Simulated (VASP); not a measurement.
Input of a VASP 6.6.1 run:

Contents of INCAR:

```
  ALGO = Normal
  EDIFF = 1E-6
  ENCUT = 520
  GGA = PE
  ISIF = 2
  ISMEAR = 0
  LASPH = True
  LCHARG = True
  LELF = True
  LREAL = False
  LVHAR = True
  LWAVE = False
  NBANDS = 26
  NELM = 100
  PREC = Accurate
  SIGMA = 0.1
```

KPOINTS

```
k-points
0
Gamma
  4 4 4
```

POSCAR

```
Sr3O
1.0
    4.6863334993      0.0000000000      0.0000000000
    0.0000000000      4.6863334993      0.0000000000
    0.0000000000      0.0000000000      4.6863334993
Sr O
3 1
Direct
    0.0000000000      0.5000000000      0.5000000000
    0.5000000000      0.0000000000      0.5000000000
    0.5000000000      0.5000000000      0.0000000000
    0.0000000000      0.0000000000      0.0000000000
```

Potentials or basis: VASP PAW PBE potentials, release 64 (Sr_sv, O).

Command:

```bash
$ cat potpaw_PBE.64/Sr_sv/POTCAR potpaw_PBE.64/O/POTCAR > POTCAR
$ mpirun -np 1 vasp_std > vasp.out
```

Problem. Predict the band gap on the k mesh.

Solution. Zero (band 18 reaches 4.52 eV, above the bottom of band 19 at 3.13 eV).

Problem. What does it give for the pressure?

Solution. 7.8 GPa.
